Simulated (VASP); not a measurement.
Runs of VASP 6.6.1 on Sn. The structure is that of space group Fd-3m (No. 227), or close to it. The cells are those of the table. This isn't the form of Sn at room conditions, which is tetragonal (white tin).

```tsv
cell	gap on the mesh (eV)	pressure (GPa)
a = 4.734 Å, angles 60.0°, 2 atoms	none	-2.2
a = 4.596 Å, angles 60.0°, 2 atoms	none	(a)
a = 4.689 Å, angles 60.0°, 2 atoms	none	(b)
a = 4.643 Å, angles 60.0°, 2 atoms	none	0.0
a = 4.548 Å, angles 60.0°, 2 atoms	none	3.1
```

Alike in all rows: task single point; level r2SCAN; potentials or basis VASP PAW PBE potentials, release 64 (Sn_d); no spin polarisation; k mesh 12 × 12 × 12; cutoff (eV) 520; smearing gaussian 0.1 eV.

**Question.** Fill in the values left out.

**Answer.** (a) 1.4; (b) -1.2.

Caveats: the PAW data sets were made with another functional, which shifts forces and pressure a little; spin-orbit coupling is left out, which moves the levels of the heavy elements; the cell stands under pressure (at least some runs).

A k mesh can miss the band edges, and the runs leave out spin-orbit coupling on Sn.

A gap of «none» marks levels without a gap at the run's occupations.
